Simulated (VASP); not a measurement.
A run of VASP 6.6.1:

INCAR

```
SYSTEM = GaS
ALGO = Normal
EDIFF = 1E-7
EDIFFG = -0.001
ENCUT = 500
GGA = PE
GGA_COMPAT = .FALSE.
IBRION = 2
ISIF = 3
ISMEAR = 0
IVDW = 12
LASPH = .TRUE.
LCHARG = .FALSE.
LREAL = .FALSE.
LWAVE = .FALSE.
NELM = 120
NELMIN = 4
NSW = 80
PREC = Accurate
SIGMA = 0.01
```

KPOINTS

```
k-points
0
G
  9 9 2
  0 0 0
```

POSCAR

```
GaS
1.0
    3.5900774653      0.0000000000      0.0000000000
   -1.7950387327      3.1090982865      0.0000000000
    0.0000000000      0.0000000000     15.4502754885
Ga S
4 4
Direct
    0.3333333333      0.6666666667      0.1707810933
    0.6666666667      0.3333333333      0.6707810933
    0.3333333333      0.6666666667      0.3292189067
    0.6666666667      0.3333333333      0.8292189067
    0.3333333333      0.6666666667      0.6003449033
    0.6666666667      0.3333333333      0.1003449033
    0.3333333333      0.6666666667      0.8996550967
    0.6666666667      0.3333333333      0.3996550967
```

Potentials or basis: VASP PAW PBE potentials, release 64 (Ga_d, S).

Run with:

```sh
$ cat potpaw_PBE.64/Ga_d/POTCAR potpaw_PBE.64/S/POTCAR > POTCAR
$ mpirun -np 1 vasp_std > vasp.out
```

Hardware: 1 thread of AMD EPYC 7R43 64-Core Processor (Zen 3) (shared host).

Question: How long does it take, and how much memory?

Answer: It took 40 min on 1 thread of AMD EPYC 7R43 64-Core Processor (Zen 3) (shared host), peak memory 0.35 GiB. Counts: scf iterations 124, k points 24, ion steps 24.
